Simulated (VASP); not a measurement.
Crystal: Li.

```
CELL_PARAMETERS angstrom
0.00000 2.21000 2.21000
2.21000 0.00000 2.21000
2.21000 2.21000 0.00000
ATOMIC_POSITIONS crystal
Li 0.00000 0.00000 0.00000
```

This isn't the form of Li at room conditions, which is bcc.

| Item | Value |
| --- | --- |
| Program | VASP 6.6.1 |
| Task | relaxation of volume and atoms at fixed shape |
| Functional | PBEsol |
| Potentials or basis | VASP PAW PBE potentials, release 64 (Li_sv) |
| Cutoff | 750 eV |
| k mesh | 8 × 8 × 8 |
| Occupations | fermi-dirac, width 0.1 eV |
| Spin | no spin polarisation |

At the start: pressure -0.9 GPa; volume 21.59 Å³/atom.

Where does the relaxation end?

Over 3 steps the energy falls by 4.1 meV/atom and the volume is 20.26 Å³/atom (-6.2 %); space group Fm-3m (No. 225, to 0.1 Å) before and after.

Step by step:
| step | energy change (eV) | largest force (eV/Å) | pressure (GPa) | volume (Å³) |
| --- | --- | --- | --- | --- |
| 1 | 0.0000 | 0.0000 | -0.88 | 21.59 |
| 2 | -0.0018 | 0.0000 | -0.67 | 21.22 |
| 3 | -0.0041 | 0.0000 | -0.07 | 20.26 |

Final structure:
```cif
data_structure
_symmetry_space_group_name_H-M 'P 1'
_symmetry_Int_Tables_number 1
_cell_length_a 3.0597
_cell_length_b 3.0597
_cell_length_c 3.0597
_cell_angle_alpha 60.000
_cell_angle_beta 60.000
_cell_angle_gamma 60.000
_cell_volume 20.26
loop_
_atom_site_label
_atom_site_type_symbol
_atom_site_fract_x
_atom_site_fract_y
_atom_site_fract_z
_atom_site_occupancy
Li1 Li 0.00000 0.00000 0.00000 1
```

Caveat: the PAW data sets were made with another functional, which shifts forces and pressure a little.
